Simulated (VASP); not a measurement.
# RbBr (Fm-3m) in VASP: further runs

Runs on RbBr. Level: PBEsol. Tasks: single point.

Program: VASP 6.6.1. These are calculated values, not measurements. Logs are shortened: lines on timing, memory, paths and dates and some standing lists are left out, and cuts for length are marked.

### 1 The cell of the first run

Symmetry: Fm-3m, No. 225, cubic system. The conventional cell has a = 6.854 Å, b = 6.854 Å, c = 6.854 Å, α = 90.00°, β = 90.00°, γ = 90.00°. Within 4.5 Å of Rb (site symmetry m-3m) lie 6 Br at 3.43 Å. Br (site symmetry m-3m) has 6 Rb at 3.43 Å within 4.5 Å.

### 2 Single point, PBEsol

Contents of INCAR:

```
SYSTEM = RbBr
  ALGO = Normal
  EDIFF = 1E-6
  ENCUT = 520
  GGA = PS
  ISIF = 2
  ISMEAR = 0
  LASPH = .True.
  LCHARG = .True.
  LELF = .True.
  LREAL = .False.
  LVHAR = .True.
  LWAVE = .False.
  NBANDS = 15
  NELM = 60
  PREC = Accurate
  SIGMA = 0.01
```

Contents of KPOINTS:

```
k-points
0
Gamma
  6 6 6
  0 0 0
```

Contents of POSCAR:

```
RbBr
1.0
    0.0000000000      3.4270000000      3.4270000000
    3.4270000000      0.0000000000      3.4270000000
    3.4270000000      3.4270000000      0.0000000000
Rb Br
1 1
Direct
    0.0000000000      0.0000000000      0.0000000000
    0.5000000000      0.5000000000      0.5000000000
```

Potentials or basis: VASP PAW PBE potentials, release 64 (Rb_sv, Br).

The run is started by

```bash
$ cat potpaw_PBE.64/Rb_sv/POTCAR potpaw_PBE.64/Br/POTCAR > POTCAR
$ mpirun -np 1 vasp_std > vasp.out
```

OUTCAR:

```text
SYSTEM = RbBr
   EDIFF = 1E-6
   ENCUT = 520
   GGA = PS
   ISIF = 2
   ISMEAR = 0
   LASPH = .True.
   LREAL = .False.
   NELM = 60
   PREC = Accurate

 ion  position               nearest neighbor table
   1  0.000  0.000  0.000-   2 3.43   2 3.43   2 3.43   2 3.43   2 3.43   2 3.43
   2  0.500  0.500  0.500-   1 3.43   1 3.43   1 3.43   1 3.43   1 3.43   1 3.43

  LATTYP: Found a face centered cubic cell.
 ALAT       =     6.8540000000

  Lattice vectors:

 A1 = (   0.0000000000,   3.4270000000,   3.4270000000)
 A2 = (   3.4270000000,   0.0000000000,   3.4270000000)
 A3 = (   3.4270000000,   3.4270000000,   0.0000000000)

Analysis of symmetry for initial positions (statically):
=====================================================================
 Subroutine PRICEL returns:
 Original cell was already a primitive cell.

 Routine SETGRP: Setting up the symmetry group for a
 face centered cubic supercell.

 Subroutine GETGRP returns: Found 48 space group operations
 (whereof 48 operations were pure point group operations)
 out of a pool of 48 trial point group operations.

The static configuration has the point symmetry O_h .

Analysis of symmetry for dynamics (positions and initial velocities):
=====================================================================
 Subroutine PRICEL returns:
 Original cell was already a primitive cell.

 Routine SETGRP: Setting up the symmetry group for a
 face centered cubic supercell.

 Subroutine GETGRP returns: Found 48 space group operations
 (whereof 48 operations were pure point group operations)
 out of a pool of 48 trial point group operations.

The dynamic configuration has the point symmetry O_h .

 Subroutine INISYM returns: Found 48 space group operations
 (whereof 48 operations are pure point group operations),
 and found     1 'primitive' translations

----------------------------------------------------------------------------------------

                                     Primitive cell

  volume of cell :      80.4956

  direct lattice vectors                    reciprocal lattice vectors
     0.000000000  3.427000000  3.427000000    -0.145900204  0.145900204  0.145900204
     3.427000000  0.000000000  3.427000000     0.145900204 -0.145900204  0.145900204
     3.427000000  3.427000000  0.000000000     0.145900204  0.145900204 -0.145900204

  length of vectors
     4.846509878  4.846509878  4.846509878     0.252706567  0.252706567  0.252706567

  position of ions in fractional coordinates (direct lattice)
     0.000000000  0.000000000  0.000000000
     0.500000000  0.500000000  0.500000000

  ion indices of the primitive-cell ions
   primitive index   ion index
                 1           1
                 2           2

----------------------------------------------------------------------------------------

 KPOINTS: k-points

Automatic generation of k-mesh.
 Grid dimensions read from file:
 generate k-points for:    6    6    6

 Generating k-lattice:

  Cartesian coordinates                     Fractional coordinates (reciprocal lattice)
    -0.024316701  0.024316701  0.024316701     0.166666667  0.000000000  0.000000000
     0.024316701 -0.024316701  0.024316701     0.000000000  0.166666667  0.000000000
     0.024316701  0.024316701 -0.024316701     0.000000000  0.000000000  0.166666667

  Length of vectors
     0.042117761  0.042117761  0.042117761

  Shift w.r.t. Gamma in fractional coordinates (k-lattice)
     0.000000000  0.000000000  0.000000000

 Subroutine IBZKPT returns following result:
 ===========================================

 Found     16 irreducible k-points:

 Following reciprocal coordinates:
            Coordinates               Weight
  0.000000  0.000000  0.000000      1.000000
  0.166667  0.000000  0.000000      8.000000
  0.333333  0.000000  0.000000      8.000000
  0.500000  0.000000  0.000000      4.000000
  0.166667  0.166667  0.000000      6.000000
  0.333333  0.166667  0.000000     24.000000
[... 8 lines left out ...]
 -0.333333  0.333333  0.166667     24.000000
 -0.333333  0.500000  0.166667     12.000000
   k-points           NKPTS =     16   k-points in BZ     NKDIM =     16   number of bands    NBANDS=     15
   number of dos      NEDOS =    301   number of ions     NIONS =      2
   total plane-waves  NPLWV =  46656
   dimension x,y,z NGX =    36 NGY =   36 NGZ =   36
   dimension x,y,z NGXF=    72 NGYF=   72 NGZF=   72
   ions per type =               1   1
   NGX,Y,Z   is equivalent  to a cutoff of  12.35, 12.35, 12.35 a.u.
   NGXF,Y,Z  is equivalent  to a cutoff of  24.70, 24.70, 24.70 a.u.
 SYSTEM =  RbBr
   PREC   = accura    normal or accurate (medium, high low for compatibility)
   ISTART =      0    job   : 0-new  1-cont  2-samecut
   ICHARG =      2    charge: 1-file 2-atom 10-const
   ISPIN  =      1    spin polarized calculation?
   LNONCOLLINEAR =      F non collinear calculations
   LSORBIT =      F    spin-orbit coupling
   LASPH  =      T    aspherical Exc in radial PAW
   ENCUT  =  520.0 eV  38.22 Ry    6.18 a.u.   9.01  9.01  9.01*2*pi/ulx,y,z
   NELM   =     60;   NELMIN=  2; NELMDL= -5     # of ELM steps
   EDIFF  = 0.1E-05   stopping-criterion for ELM
   LREAL  =      F    real-space projection
   EDIFFG = 0.1E-04   stopping-criterion for IOM
   NSW    =      0    number of steps for IOM
   IBRION =     -1    ionic relax: 0-MD 1-quasi-New 2-CG
   NFREE  =      0    steps in history (QN), initial steepest desc. (CG)
   ISIF   =      2    stress and relaxation
   ISYM   =      2    0-nonsym 1-usesym 2-fastsym
   POTIM  = 0.5000    time-step for ionic-motion
   TEBEG  =    0.0;   TEEND  =   0.0 temperature during run
   PSTRESS=    0.0 pullay stress
   NELECT =      16.0000    total number of electrons
   NUPDOWN=      -1.0000    fix difference up-down
   EMIN   =  10.00;   EMAX   =-10.00  energy-range for DOS
   EFERMI =   0.00;   METHOD = LEGACY
   ISMEAR =     0;   SIGMA  =   0.01  broadening in eV -4-tet -1-fermi 0-gaus
   EFERMI_NEDOS =   21; number of points for ismear=-14 and -15
   IALGO  =     38    algorithm
   IMIX   =      4    mixing-type and parameters
     AMIX     =   0.40;   BMIX     =  1.00
     AMIX_MAG =   1.60;   BMIX_MAG =  1.00
  volume/ion in A,a.u.               =      40.25       271.61
  Fermi-wavevector in a.u.,A,eV,Ry     =   0.955412  1.805467 12.419564  0.912812
  Thomas-Fermi vector in A             =   2.084247
   LORBIT       =      0    0 simple, 1 ext, 2 COOP (PROOUT), +10 PAW based schemes
   GGA     = PS    functional components
   LHFCALC =     F    Hartree Fock is set to
   AEXX    =    0.0000 exact exchange contribution
   IVDW    =     0    specifies the selected vdW correction
   LEPSILON=     F    determine dielectric tensor
   LRPA    =     F    only Hartree local field effects (RPA)
 non-spin polarized calculation
 Gauss-broadening in eV      SIGMA  =   0.01
  energy-cutoff  :      520.00
  volume of cell :       80.50
 maximum number of plane-waves:      2200
   NGX = 17   NGY = 17   NGZ = 17

 number of electron      15.9999999 magnetization

 Free energy of the ion-electron system (eV)
  ---------------------------------------------------
  ext. energy  EPLUGINS =         0.00000000
  ---------------------------------------------------
  free energy    TOTEN  =        -6.35538561 eV

  energy without entropy =       -6.35538561  energy(sigma->0) =       -6.35538561

 E-fermi :  -1.6911     XC(G=0):  -7.4053

 val. band max:       -1.8451873203   @ k =   0.0000   0.0000   0.0000
 cond. band min:       2.3663964444   @ k =   0.0000   0.0000   0.0000
 fundamental gap:      4.2115837648
 Fermi energy:        -1.6910616366

 k-point     1 :       0.0000    0.0000    0.0000
  band No.  band energies     occupation
      1     -26.2004      2.00000
      2     -14.0383      2.00000
      3     -10.2879      2.00000
      4     -10.2879      2.00000
      5     -10.2879      2.00000
      6      -1.8452      2.00000
      7      -1.8452      2.00000
      8      -1.8452      2.00000
      9       2.3664      0.00000
     10       5.3552      0.00000
     11       5.3552      0.00000
     12       5.3552      0.00000
     13       6.2462      0.00000
     14       6.2462      0.00000
     15       8.9598      0.00000

 k-point     2 :       0.1667    0.0000    0.0000
  band No.  band energies     occupation
      1     -26.1980      2.00000
      2     -14.0489      2.00000
      3     -10.2899      2.00000
      4     -10.2899      2.00000
      5     -10.2764      2.00000
      6      -2.1607      2.00000
      7      -1.9426      2.00000
      8      -1.9426      2.00000
      9       3.0156      0.00000
     10       5.2081      0.00000
     11       5.6858      0.00000
     12       5.6858      0.00000
     13       6.6560      0.00000
     14       6.6560      0.00000
     15       9.9757      0.00000

 k-point     3 :       0.3333    0.0000    0.0000
  band No.  band energies     occupation
      1     -26.1931      2.00000
      2     -14.0698      2.00000
      3     -10.2938      2.00000
      4     -10.2938      2.00000
      5     -10.2537      2.00000
      6      -2.6553      2.00000
      7      -2.1243      2.00000
      8      -2.1243      2.00000
      9       4.2660      0.00000
     10       5.3543      0.00000
     11       6.6066      0.00000
     12       6.6066      0.00000
     13       7.6767      0.00000
     14       7.6767      0.00000
     15       9.6779      0.00000

 k-point     4 :       0.5000    0.0000    0.0000
  band No.  band energies     occupation
      1     -26.1907      2.00000
      2     -14.0801      2.00000
      3     -10.2958      2.00000
      4     -10.2958      2.00000
      5     -10.2424      2.00000
      6      -2.8620      2.00000
      7      -2.2096      2.00000
      8      -2.2096      2.00000
      9       4.8246      0.00000
     10       5.7664      0.00000
     11       7.5891      0.00000
     12       7.5891      0.00000
     13       8.2227      0.00000
     14       8.2227      0.00000
     15       8.9869      0.00000
[... 163 lines left out ...]
 k-point    14 :       0.5000    0.3333    0.1667
  band No.  band energies     occupation
      1     -26.1901      2.00000
      2     -14.0362      2.00000
      3     -10.3696      2.00000
      4     -10.3456      2.00000
      5     -10.2825      2.00000
      6      -2.5472      2.00000
      7      -2.1689      2.00000
      8      -2.0788      2.00000
      9       4.5966      0.00000
     10       4.9045      0.00000
     11       6.8835      0.00000
     12       7.5513      0.00000
     13       7.6696      0.00000
     14       7.9895      0.00000
     15       9.0462      0.00000

 k-point    15 :      -0.3333    0.3333    0.1667
  band No.  band energies     occupation
      1     -26.1886      2.00000
      2     -14.0291      2.00000
      3     -10.3893      2.00000
      4     -10.3810      2.00000
      5     -10.2705      2.00000
      6      -2.5054      2.00000
      7      -2.2048      2.00000
      8      -2.1812      2.00000
      9       5.0686      0.00000
     10       5.2945      0.00000
     11       6.6108      0.00000
     12       6.8701      0.00000
     13       8.3195      0.00000
     14       8.9906      0.00000
     15       9.0823      0.00000

 k-point    16 :      -0.3333    0.5000    0.1667
  band No.  band energies     occupation
      1     -26.1879      2.00000
      2     -14.0047      2.00000
      3     -10.4481      2.00000
      4     -10.3910      2.00000
      5     -10.2933      2.00000
      6      -2.2736      2.00000
      7      -2.2688      2.00000
      8      -2.1157      2.00000
      9       4.3556      0.00000
     10       5.9170      0.00000
     11       6.0262      0.00000
     12       7.0144      0.00000
     13       8.0873      0.00000
     14       9.0097      0.00000
     15       9.4280      0.00000

------------------------ aborting loop because EDIFF is reached ----------------------------------------

  FORCE on cell =-STRESS in cart. coord.  units (eV):
  Direction    XX          YY          ZZ          XY          YZ          ZX
  --------------------------------------------------------------------------------------
  -------------------------------------------------------------------------------------
  Total       -0.0128921     -0.0128921     -0.0128921      0.0000000      0.0000000     -0.0000000
  in kB       -0.2566025     -0.2566025     -0.2566025      0.0000000      0.0000000     -0.0000000
  external PRESSURE =      -0.2566025 kB  Pullay stress =       0.0000000 kB

 VOLUME and BASIS-vectors are now :
 -----------------------------------------------------------------------------
  energy-cutoff  :      520.00
  volume of cell :       80.50
      direct lattice vectors                 reciprocal lattice vectors
     0.000000000  3.427000000  3.427000000    -0.145900204  0.145900204  0.145900204
     3.427000000  0.000000000  3.427000000     0.145900204 -0.145900204  0.145900204
     3.427000000  3.427000000  0.000000000     0.145900204  0.145900204 -0.145900204

 POSITION                                       TOTAL-FORCE (eV/Angst)
 -----------------------------------------------------------------------------------
      0.00000      0.00000      0.00000        -0.000000      0.000000     -0.000000
      3.42700      3.42700      3.42700         0.000000     -0.000000      0.000000
 -----------------------------------------------------------------------------------
    total drift:                                0.000000      0.000000      0.000000

  FREE ENERGIE OF THE ION-ELECTRON SYSTEM (eV)
  ---------------------------------------------------
  free  energy   TOTEN  =        -6.3553856057 eV

  energy  without entropy=       -6.3553856057  energy(sigma->0) =       -6.35538561
```

Run time: 23 s. Hardware: 1 thread of AMD EPYC 7R43 (Zen 3), shared host; peak memory 0.17 GiB.

Results:

- Free energy: -6.3554 eV
- Pressure: 0.0 GPa
- Band gap on the k mesh: 4.21 eV

Caveat: the PAW data sets were made with another functional, which shifts forces and pressure a little.

(Continued in part 2 of 2.)
